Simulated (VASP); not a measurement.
Set up this calculation in VASP 6.6.1, as the native input.

```
Task                   : single point
Functional             : PBE
Potentials or basis    : VASP PAW PBE potentials, release 64 (Ga_d, P)
Cutoff                 : 520 eV
k mesh                 : 4 × 4 × 4
Occupations            : gaussian, width 0.1 eV
Spin                   : no spin polarisation
Dipole correction      : no
Further INCAR settings : ALGO = Normal; EDIFF = 1e-06; NBANDS = 22
```

The structure of Ga2P lies in POSCAR:

```
Ga2P
1.0
    0.0000000000      3.1550701255      3.1550701255
    3.1550701255      0.0000000000      3.1550701255
    3.1550701255      3.1550701255      0.0000000000
Ga P
2 1
Direct
    0.5000000000      0.5000000000      0.5000000000
    0.2500000000      0.2500000000      0.2500000000
    0.0000000000      0.0000000000      0.0000000000
```

One way to write it, as run:

INCAR

```
SYSTEM = Ga2P
PREC = Accurate
ENCUT = 520
EDIFF = 1E-6
ISMEAR = 0
SIGMA = 0.1
LREAL = .FALSE.
LASPH = .TRUE.
NELM = 60
ALGO = Normal
ISIF = 2
LWAVE = .FALSE.
LCHARG = .TRUE.
GGA = PE
LELF = .TRUE.
LVHAR = .TRUE.
NBANDS = 22
```

KPOINTS

```
Automatic mesh
0
G
  4 4 4
  0 0 0
```

Potentials or basis: VASP PAW PBE potentials, release 64 (Ga_d, P).

Run with:

```console
$ cat potpaw_PBE.64/Ga_d/POTCAR potpaw_PBE.64/P/POTCAR > POTCAR
$ mpirun -np 1 vasp_std > vasp.out
```

It gave:

- Pressure: 0.0 GPa

Caveat: the k points lie up to 0.43 Å⁻¹ apart.

Wall time 18 s on 1 thread of AMD EPYC 9R45 (Zen 5) (shared host), peak memory 0.16 GiB.
